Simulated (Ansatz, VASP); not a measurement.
# Two plane-wave programs on ZrO

File INCAR:

```
SYSTEM = ZrO
PREC = Accurate ; ENCUT = 520
EDIFF = 1E-6 ; ISMEAR = 0
SIGMA = 0.1 ; LREAL = .False.
LASPH = .True. ; NELM = 80
ALGO = Normal ; ISIF = 2
LWAVE = .False. ; LCHARG = .False.
GGA = PE ; NBANDS = 66
```

File KPOINTS:

```
Automatic mesh
0
Gamma
  6 6 1
  0 0 0
```

Contents of POSCAR:

```
ZrO
1.0
    3.4760000000      0.0000000000      0.0000000000
   -1.7380000000      3.0103043000      0.0000000000
    0.0000000000      0.0000000000     17.1573325200
Zr O
6 6
Direct
    0.6666666700      0.3333333300      0.1243783100
    0.0000000000      0.0000000000      0.2910449800
    0.6666666700      0.3333333300      0.4577116400
    0.3333333300      0.6666666700      0.6243783100
    0.0000000000      0.0000000000      0.7910449800
    0.3333333300      0.6666666700      0.9577116400
    0.6666666700      0.3333333300      0.0000000000
    0.0000000000      0.0000000000      0.1666666700
    0.6666666700      0.3333333300      0.3333333300
    0.3333333300      0.6666666700      0.5000000000
    0.0000000000      0.0000000000      0.6666666700
    0.3333333300      0.6666666700      0.8333333300
```

Input for Ansatz:

```yaml
crystal:
  lattice:
    - [3.476, 0.0, 0.0]
    - [-1.738, 3.0103043, 0.0]
    - [0.0, 0.0, 17.15733252]
  atoms:
    - { symbol: Zr, position: [0.66666667, 0.33333333, 0.12437831] }
    - { symbol: Zr, position: [0.0, 0.0, 0.29104498] }
    - { symbol: Zr, position: [0.66666667, 0.33333333, 0.45771164] }
    - { symbol: Zr, position: [0.33333333, 0.66666667, 0.62437831] }
    - { symbol: Zr, position: [0.0, 0.0, 0.79104498] }
    - { symbol: Zr, position: [0.33333333, 0.66666667, 0.95771164] }
    - { symbol: O, position: [0.66666667, 0.33333333, 0.0] }
    - { symbol: O, position: [0.0, 0.0, 0.16666667] }
    - { symbol: O, position: [0.66666667, 0.33333333, 0.33333333] }
    - { symbol: O, position: [0.33333333, 0.66666667, 0.5] }
    - { symbol: O, position: [0.0, 0.0, 0.66666667] }
    - { symbol: O, position: [0.33333333, 0.66666667, 0.83333333] }
basis:
  ecutwfc: 420
kpoints:
  mp_grid: { grid: [6, 6, 1] }
hamiltonian:
  xc: pbe
scf:
  occupations: { method: gaussian, width: 0.1 }
  lower_state_search: "off"
output:
  forces: true
  stress: true
  eigenvalues: true
```

Alike in both runs: task single point; functional PBE; k mesh 6 × 6 × 1; occupations gaussian, width 0.1 eV; no spin polarisation.

|  | VASP | Ansatz |
| --- | --- | --- |
| version | VASP 6.6.1 | Ansatz 0.2.0 |
| potentials or method | VASP PAW PBE potentials, release 64 (Zr_sv, O), cutoff 520 eV | scalar-relativistic, plane waves, PAW |
| valence electrons in the cell | 108 | 108 |

VASP gave:

- gap on the k mesh at the Fermi level (eV): none
- pressure (GPa): 7.0
- traceless stress, the component that is largest in VASP (GPa): 0.29
- rms of the force components (eV/Å): 0.314

Task: Which values does Ansatz return?

Result: gap on the k mesh at the Fermi level (eV): none; pressure (GPa): 6.8; traceless stress, the component that is largest in VASP (GPa): 0.29; rms of the force components (eV/Å): 0.313.

Atom by atom the forces differ by 0.001 eV/Å (rms over components). A gap of «none» marks a metal or a gap that the smearing closes.

The k mesh is coarse, so the values compare programs but aren't converged.
